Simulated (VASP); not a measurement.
The system is BiSbTe2S.

```
Sb Bi Te S
1.0
     4.41106    0.00000    0.00000
     0.00000    4.41106    0.00000
     0.00000    0.00000    9.64961
Sb Bi Te S
1 1 2 1
Direct
  0.00000 0.00000 0.50000
  0.50000 0.50000 0.50000
  0.50000 0.50000 0.27008
  0.50000 0.50000 0.72992
  0.50000 0.50000 0.00000
```

The cell was built from a structure type or drawn by symmetry, and may not be a known phase.

| Item | Value |
| --- | --- |
| Program | VASP 6.6.1 |
| Task | relaxation of cell and atoms |
| Functional | PBE |
| Potentials or basis | VASP PAW PBE potentials, release 64 (Sb, Bi_d, Te, S) |
| Cutoff | 600 eV |
| k mesh | 4 × 4 × 2 |
| Occupations | gaussian, width 0.1 eV |
| Spin | no spin polarisation |

At the start: pressure 19.9 GPa; volume 37.55 Å³/atom.

Question: How do energy, volume and symmetry change on relaxing?

Answer: Over 16 steps the energy falls by 1430.8 meV/atom and the volume is 41.77 Å³/atom (+11.2 %); space group P4/mmm (No. 123, to 0.1 Å) before and after.

The path:
| step | energy change (eV) | largest force (eV/Å) | pressure (GPa) | volume (Å³) |
| --- | --- | --- | --- | --- |
| 1 | 0.0000 | 15.5862 | 19.93 | 187.76 |
| 2 | -4.0665 | 1.6753 | -4.14 | 322.98 |
| 3 | -4.2999 | 1.6002 | -4.24 | 311.20 |
| 4 | -4.5460 | 1.4997 | -4.35 | 300.22 |
| 5 | -6.4487 | 0.8837 | -3.66 | 242.52 |
| 6 | -6.8729 | 1.5079 | -0.96 | 214.78 |
| 7 | -6.8813 | 1.3143 | -1.48 | 218.25 |
| 8 | -6.8816 | 1.3864 | -1.28 | 216.82 |
| 9 | -7.0694 | 0.8343 | 0.04 | 208.47 |
| 10 | -7.0836 | 0.5200 | 0.69 | 205.69 |
| 11 | -7.1394 | 0.0961 | 0.27 | 207.08 |
| 12 | -7.1486 | 0.0558 | 0.18 | 207.74 |
| 13 | -7.1454 | 0.3137 | 0.09 | 209.03 |
| 14 | -7.1503 | 0.1720 | 0.13 | 208.28 |
| 15 | -7.1523 | 0.1254 | -0.26 | 209.28 |
| 16 | -7.1542 | 0.0090 | -0.11 | 208.86 |

Final structure:
```cif
data_structure
_symmetry_space_group_name_H-M 'P 1'
_symmetry_Int_Tables_number 1
_cell_length_a 4.3691
_cell_length_b 4.3691
_cell_length_c 10.9416
_cell_angle_alpha 90.000
_cell_angle_beta 90.000
_cell_angle_gamma 90.000
_cell_volume 208.86
loop_
_atom_site_label
_atom_site_type_symbol
_atom_site_fract_x
_atom_site_fract_y
_atom_site_fract_z
_atom_site_occupancy
Sb1 Sb 0.00000 0.00000 0.50000 1
Bi1 Bi 0.50000 0.50000 0.50000 1
Te1 Te 0.50000 0.50000 0.21845 1
Te2 Te 0.50000 0.50000 0.78155 1
S1 S 0.50000 0.50000 0.00000 1
```
